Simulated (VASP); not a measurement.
# SnO2 (P4_2/mnm) in VASP: notebook, part 3 of 3

VASP 6.6.1.

## Step 4: Relaxation of cell and atoms, PBEsol, target pressure 2 GPa, at which the enthalpy is minimised

Contents of INCAR:

```
ALGO = Normal ; EDIFF = 1E-6
EDIFFG = -0.01 ; ENCUT = 600
GGA = PS ; IBRION = 2
ISIF = 3 ; ISMEAR = -1
LASPH = T ; LCHARG = F
LREAL = F ; LWAVE = F
NELM = 100 ; NSW = 60
PREC = Accurate ; PSTRESS = 20.0
SIGMA = 0.05
```

Contents of KPOINTS:

```
k-points
0
Gamma
  6 6 8
```

Contents of POSCAR:

```
SnO2
1.0
    4.7380000000      0.0000000000      0.0000000000
    0.0000000000      4.7380000000      0.0000000000
    0.0000000000      0.0000000000      3.1865000000
Sn O
2 4
Direct
    0.5000000000      0.5000000000      0.5000000000
    0.0000000000      0.0000000000      0.0000000000
    0.8071000000      0.1929000000      0.5000000000
    0.6929000000      0.6929000000      0.0000000000
    0.1929000000      0.8071000000      0.5000000000
    0.3071000000      0.3071000000      0.0000000000
```

Potentials or basis: VASP PAW PBE potentials, release 64 (Sn_d, O).

Command:

```console
$ cat potpaw_PBE.64/Sn_d/POTCAR potpaw_PBE.64/O/POTCAR > POTCAR
$ mpirun -np 1 vasp_std > vasp.out
```

OUTCAR:

```text
EDIFF = 1E-6
   EDIFFG = -0.01
   ENCUT = 600
   GGA = PS
   IBRION = 2
   ISIF = 3
   ISMEAR = -1
   LASPH = T
   LREAL = F
   NELM = 100
   NSW = 60
   PREC = Accurate
   PSTRESS = 20.0

 ion  position               nearest neighbor table
   1  0.500  0.500  0.500-   4 2.05   6 2.05   4 2.05   6 2.05   5 2.06   3 2.06   2 3.71   2 3.71
                             2 3.71   2 3.71   2 3.71   2 3.71   2 3.71   2 3.71
   2  0.000  0.000  0.000-   3 2.05   5 2.05   3 2.05   5 2.05   4 2.06   6 2.06   1 3.71   1 3.71
                             1 3.71   1 3.71   1 3.71   1 3.71   1 3.71   1 3.71
   3  0.807  0.193  0.500-   2 2.05   2 2.05   1 2.06
   4  0.693  0.693  0.000-   1 2.05   1 2.05   2 2.06
   5  0.193  0.807  0.500-   2 2.05   2 2.05   1 2.06
   6  0.307  0.307  0.000-   1 2.05   1 2.05   2 2.06

  LATTYP: Found a simple tetragonal cell.
 ALAT       =     4.7380000000
 C/A-ratio  =     0.6725411566

  Lattice vectors:

 A1 = (   4.7380000000,   0.0000000000,   0.0000000000)
 A2 = (   0.0000000000,   4.7380000000,   0.0000000000)
 A3 = (   0.0000000000,   0.0000000000,   3.1865000000)

Analysis of symmetry for initial positions (statically):
=====================================================================
[... 188 lines left out ...]
  Direction    XX          YY          ZZ          XY          YZ          ZX
  --------------------------------------------------------------------------------------
  -------------------------------------------------------------------------------------
  Total        2.0014037      2.0014037      3.0109747      0.0000000      0.0000000      0.0000000
  in kB       44.8271614     44.8271614     67.4393933      0.0000000      0.0000000      0.0000000
  external PRESSURE =      32.3645720 kB  Pullay stress =      20.0000000 kB
[... 155 lines left out ...]
--------------------------------------- Ionic step        5  -------------------------------------------

 number of electron      52.0000004 magnetization

 Free energy of the ion-electron system (eV)
  ---------------------------------------------------
  ext. energy  EPLUGINS =         0.00000000
  ---------------------------------------------------
  free energy    TOTEN  =       -39.67093463 eV

  energy without entropy =      -39.67093414  energy(sigma->0) =      -39.67093438

 E-fermi :   6.3780     XC(G=0): -11.4704

 val. band max:        5.8701702473   @ k =   0.0000   0.0000   0.0000
 cond. band min:       6.8640355683   @ k =   0.0000   0.0000   0.0000
 fundamental gap:      0.9938653209
 Fermi energy:         6.3780265137

 k-point     1 :       0.0000    0.0000    0.0000
  band No.  band energies     occupation
      1     -15.1446      2.00000
      2     -14.3699      2.00000
      3     -14.1219      2.00000
      4     -14.0964      2.00000
      5     -14.0964      2.00000
      6     -14.0334      2.00000
[... 805 lines left out ...]
     30      14.3756      0.00000
     31      15.1394      0.00000

 [... further k-points ...]

------------------------ aborting loop because EDIFF is reached ----------------------------------------

  FORCE on cell =-STRESS in cart. coord.  units (eV):
  Direction    XX          YY          ZZ          XY          YZ          ZX
  --------------------------------------------------------------------------------------
  -------------------------------------------------------------------------------------
  Total        0.9127063      0.9127063      0.9538618      0.0000000      0.0000000      0.0000000
  in kB       20.1810194     20.1810194     21.0910180      0.0000000      0.0000000      0.0000000
  external PRESSURE =       0.4843523 kB  Pullay stress =      20.0000000 kB
[... 25 lines left out ...]
  energy  without entropy=      -39.6709341442  energy(sigma->0) =      -39.67093438

  enthalpy is  TOTEN    =       -38.7664151471 eV   P V=        0.9045194783

 reached required accuracy - stopping structural energy minimisation
```

OSZICAR:

```text
N       E                     dE             d eps       ncg     rms          rms(c)
DAV:   1     0.691308085552E+03    0.69131E+03   -0.28511E+04  3332   0.285E+03
[... 42 lines left out ...]
       N       E                     dE             d eps       ncg     rms          rms(c)
DAV:   1    -0.396716054201E+02    0.22895E-03   -0.14073E-01  3100   0.333E+00    0.209E-01
DAV:   2    -0.396711911253E+02    0.41429E-03   -0.58530E-03  3940   0.694E-01    0.895E-02
DAV:   3    -0.396709500661E+02    0.24106E-03   -0.58596E-04  4234   0.402E-01    0.269E-02
DAV:   4    -0.396709342295E+02    0.15837E-04   -0.11461E-04  4842   0.143E-01    0.910E-03
DAV:   5    -0.396709341703E+02    0.59136E-07   -0.17858E-05  4365   0.352E-02    0.355E-03
DAV:   6    -0.396709346254E+02   -0.45512E-06   -0.96172E-07  2204   0.106E-02
   5 F= -.38766415E+02 E0= -.38766415E+02  d E =-.351213E-03
```

CONTCAR:

```text
SnO2
   1.00000000000000
     4.7515602715248617   -0.0000000000000000    0.0000000000000000
     0.0000000000000000    4.7515602715248617    0.0000000000000000
     0.0000000000000000    0.0000000000000000    3.2094160885617913
  Sn              O
     2     4
Direct
     0.5000000000000000    0.5000000000000000    0.5000000000000000
     1.0000000000000000    0.0000000000000000    1.0000000000000000
     0.8060971214856675    0.1939028785143325    0.5000000000000000
     0.6939028785143325    0.6939028785143325    0.0000000000000000
     0.1939028785143325    0.8060971214856675    0.5000000000000000
     0.3060971214856675    0.3060971214856675    1.0000000000000000

  0.00000000E+00  0.00000000E+00  0.00000000E+00
  0.00000000E+00  0.00000000E+00  0.00000000E+00
  0.00000000E+00  0.00000000E+00  0.00000000E+00
  0.00000000E+00  0.00000000E+00  0.00000000E+00
  0.00000000E+00  0.00000000E+00  0.00000000E+00
  0.00000000E+00  0.00000000E+00  0.00000000E+00
```

Run time: 11 min. Hardware: 1 thread of Intel Xeon 8259CL, shared host; peak memory 0.28 GiB.

What came out:

| Property | Result |
| --- | --- |
| Free energy | -39.6709 eV |
| Relaxed volume | 12.08 Å³/atom |
| Relaxed cell | a = 4.752 Å, b = 4.752 Å, c = 3.209 Å, α = 90.00°, β = 90.00°, γ = 90.00° |
| Space group after relaxing (to 0.1 Å) | P4_2/mnm (No. 136) |
| Energy change on relaxing (the run minimises the enthalpy) | -4.2 meV/atom |
| Ionic steps | 5 |
| Pressure after relaxing | 2.0 GPa |
| Largest force after relaxing | 0.005 eV/Å |
| Band gap on the k mesh | 0.99 eV |

Forces on the atoms (eV/Å):
```
Sn   0.000  0.000  0.000
Sn   0.000  0.000  0.000
O   -0.004  0.004  0.000
O    0.004  0.004  0.000
O    0.004 -0.004  0.000
O   -0.004 -0.004  0.000
```

Step by step:
```
step  energy change (eV)  largest force (eV/Å)  pressure (GPa)  volume (Å³)
   1              0.0000                0.2277            5.24        71.53
   2             -0.0201                0.1639           -2.51        74.05
   3             -0.0266                0.0498            1.79        72.58
   4             -0.0264                0.0533            1.89        72.56
   5             -0.0255                0.0051            2.05        72.46
```

Final structure:
```xyz
6
Lattice="4.7516 0.0000 0.0000 0.0000 4.7516 0.0000 0.0000 0.0000 3.2094" Properties=species:S:1:pos:R:3 pbc="T T T"
Sn    2.3758    2.3758    1.6047
Sn    4.7516    0.0000    3.2094
O     3.8302    0.9213    1.6047
O     3.2971    3.2971    0.0000
O     0.9213    3.8302    1.6047
O     1.4544    1.4544    3.2094
```

Levels at points of the mesh, in eV from the valence-band top:
```csv
k point,band 23,band 24,band 25,band 26,band 27,band 28,band 29,band 30
"(0.00, 0.00, 0.00)",-1.27,-0.78,-0.78,0.00,0.99,5.90,6.06,6.06
"(0.50, 0.00, 0.00)",-1.23,-1.23,-0.64,-0.64,4.21,4.21,6.83,6.83
"(0.50, 0.50, 0.00)",-1.35,-1.35,-0.89,-0.89,4.62,4.62,7.28,7.28
"(0.00, 0.00, 0.50)",-1.67,-1.67,-1.26,-1.26,5.96,5.96,9.50,9.50
"(0.50, 0.00, 0.50)",-1.10,-1.10,-0.72,-0.72,6.24,6.24,7.81,7.81
"(0.50, 0.50, 0.50)",-0.96,-0.96,-0.83,-0.83,4.62,4.62,8.66,8.66
```

Caveat: the cell is relaxed towards a set pressure, so the run minimises the enthalpy, not the energy; the PAW data sets were made with another functional, which shifts forces and pressure a little; spin-orbit coupling is left out, which moves the levels of the heavy elements.

## Step 5: Single point, PBEsol+D3(BJ)

Contents of INCAR:

```
ALGO = Normal
EDIFF = 1E-7
ENCUT = 520
GGA = PS
ISIF = 2
ISMEAR = -1
IVDW = 12
LASPH = True
LCHARG = False
LREAL = False
LWAVE = False
NBANDS = 35
NELM = 60
PREC = Accurate
SIGMA = 0.05
```

KPOINTS is that of step 4.

POSCAR is that of step 4.

Command:

```console
$ cat potpaw_PBE.64/Sn_d/POTCAR potpaw_PBE.64/O/POTCAR > POTCAR
$ mpirun -np 1 vasp_std > vasp.out
```

Run time: 64 s. Hardware: 1 thread of AMD EPYC 9R45 (Zen 5), shared host; peak memory 0.2 GiB.

Results (log left out):

| Item | Value |
| --- | --- |
| Free energy | -40.7958 eV |
| Pressure | 2.8 GPa |
| Largest force | 0.227 eV/Å |
| Band gap on the k mesh | 1.18 eV |
| Dispersion energy per atom | -0.193 eV |

Forces on the atoms (eV/Å):
```
Sn   0.000  0.000  0.000
Sn   0.000  0.000  0.000
O   -0.160  0.160  0.000
O    0.160  0.160  0.000
O    0.160 -0.160  0.000
O   -0.160 -0.160  0.000
```

Stress tensor (GPa, compression positive):
```
2.04 0.00 0.00
0.00 2.04 0.00
0.00 0.00 4.22
```

Levels at points of the mesh, in eV from the valence-band top:
```
           k point  band 24  band 25  band 26  band 27  band 28  band 29
(0.00, 0.00, 0.00)    -0.79    -0.79     0.00     1.18     6.03     6.17
(0.50, 0.00, 0.00)    -1.21    -0.65    -0.65     4.36     4.36     6.92
(0.50, 0.50, 0.00)    -1.33    -0.91    -0.91     4.75     4.75     7.38
(0.00, 0.00, 0.50)    -1.69    -1.28    -1.28     6.15     6.15     9.59
(0.50, 0.00, 0.50)    -1.12    -0.71    -0.71     6.43     6.43     7.90
(0.50, 0.50, 0.50)    -0.99    -0.85    -0.85     4.81     4.81     8.69
```

Caveat: three body term missing; the PAW data sets were made with another functional, which shifts forces and pressure a little; spin-orbit coupling is left out, which moves the levels of the heavy elements. As with any semilocal functional, this PBEsol gap is likely too small.

## Step 6: The runs side by side

```tsv
task	level	spin	cell	k mesh	cutoff (eV)	gap on the mesh (eV)	pressure (GPa)	largest force (eV/Å)
single point	r2SCAN	non-collinear, zero start, SOC	as given	5 × 5 × 6	520	-	4.5	0.28
relaxation of cell and atoms	PBEsol	off	relaxed	6 × 6 × 8	600	0.89	0.0	0.01
relaxation of cell and atoms	PBEsol	off	relaxed to 2 GPa	6 × 6 × 8	600	0.99	2.0	0.01
single point	PBEsol+D3(BJ)	off	as given	6 × 6 × 8	520	1.18	2.8	0.23
```

Alike in all rows: potentials or basis VASP PAW PBE potentials, release 64 (Sn_d, O); smearing fermi-dirac 0.05 eV.

Caveats: the PAW data sets were made with another functional, which shifts forces and pressure a little; spin-orbit coupling is left out, which moves the levels of the heavy elements (at least some runs); the cell stands under pressure (at least some runs); the cell is relaxed towards a set pressure, so the run minimises the enthalpy, not the energy (at least some runs); three body term missing (at least some runs).

Total energies depend on the potentials used, so only differences within one code and one set of settings carry meaning.
